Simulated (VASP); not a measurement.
KAs4:

```
K As
1.0
     3.99559    0.00000    0.00000
     0.00000    3.99559    0.00000
     0.00000    0.00000    7.74657
K As
1 4
Direct
  0.00000 0.00000 0.00000
  0.00000 0.50000 0.65707
  0.50000 0.00000 0.65707
  0.00000 0.50000 0.34293
  0.50000 0.00000 0.34293
```

```yaml
Program: VASP 6.6.1
Task: relaxation of cell and atoms
Functional: PBE
Dispersion: D3(BJ)
Potentials_or_basis: VASP PAW PBE potentials, release 64 (K_sv, As)
Cutoff: 600 eV
k_mesh: 10 × 10 × 6
Occupations: gaussian, width 0.1 eV
Spin: no spin polarisation
```

At the start: pressure 0.0 GPa; volume 24.73 Å³/atom.

Task: Where does the relaxation end?

Result: Over 8 steps the energy falls by 2.8 meV/atom and the volume is 24.57 Å³/atom (-0.7 %); space group P4/mmm (No. 123, to 0.05 Å).

Step by step:
| step | energy change (eV) | largest force (eV/Å) | pressure (GPa) | volume (Å³) |
| --- | --- | --- | --- | --- |
| 1 | 0.0000 | 0.2336 | 0.02 | 123.67 |
| 2 | -0.0118 | 0.0770 | -0.49 | 123.71 |
| 3 | -0.0120 | 0.0450 | -0.44 | 123.70 |
| 4 | -0.0138 | 0.0175 | 0.05 | 122.52 |
| 5 | -0.0138 | 0.0196 | 0.02 | 122.59 |
| 6 | -0.0139 | 0.0110 | 0.03 | 122.64 |
| 7 | -0.0140 | 0.0101 | 0.04 | 122.75 |
| 8 | -0.0140 | 0.0034 | 0.00 | 122.86 |

Final structure:
```yaml
crystal:
  lattice:
    - [3.96067, 0.00000, 0.00000]
    - [0.00000, 3.96067, 0.00000]
    - [0.00000, 0.00000, 7.83184]
  atoms:
    - { symbol: K, position: [0.00000, 0.00000, 0.00000] }
    - { symbol: As, position: [0.00000, 0.50000, 0.65788] }
    - { symbol: As, position: [0.50000, 0.00000, 0.65788] }
    - { symbol: As, position: [0.00000, 0.50000, 0.34212] }
    - { symbol: As, position: [0.50000, 0.00000, 0.34212] }
```

Caveat: pairwise dispersion overbinds metals, which lowers pressure and volume.
